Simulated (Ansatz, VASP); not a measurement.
**Ru in VASP and in Ansatz**

```
Ru
1.0
     2.72372    0.00000    0.00000
    -1.36186    2.35881    0.00000
     0.00000    0.00000    4.31026
Ru
2
Direct
  0.33333 0.66667 0.25000
  0.66667 0.33333 0.75000
```

Change from the starting cell: volume scaled by 1.02, ions relaxed.

Alike in both runs: functional PBE; k mesh 20 × 20 × 11; occupations fermi-dirac, width 0.05 eV; no spin polarisation.

Ansatz relaxed the structure, and its values are those at the end. VASP's run is a single point on that final structure, the one shown.

|  | VASP | Ansatz |
| --- | --- | --- |
| version | VASP 6.6.1 | Ansatz 0.2.0 |
| potentials or method | VASP PAW PBE potentials, release 64 (Ru_pv) | plane-wave PAW, scalar-relativistic |
| plane-wave cutoff (eV) | 500 | 420 |
| valence electrons in the cell | 28 | 32 |

|  | VASP | Ansatz | Ansatz less VASP |
| --- | --- | --- | --- |
| pressure (GPa) | -1.9 | -1.8 | +0.08 |

VASP's potentials hold 28 valence electrons a cell and Ansatz's 32, so a difference there can come from the potentials and not from the codes. Ansatz's warnings: stress scf threshold loose.
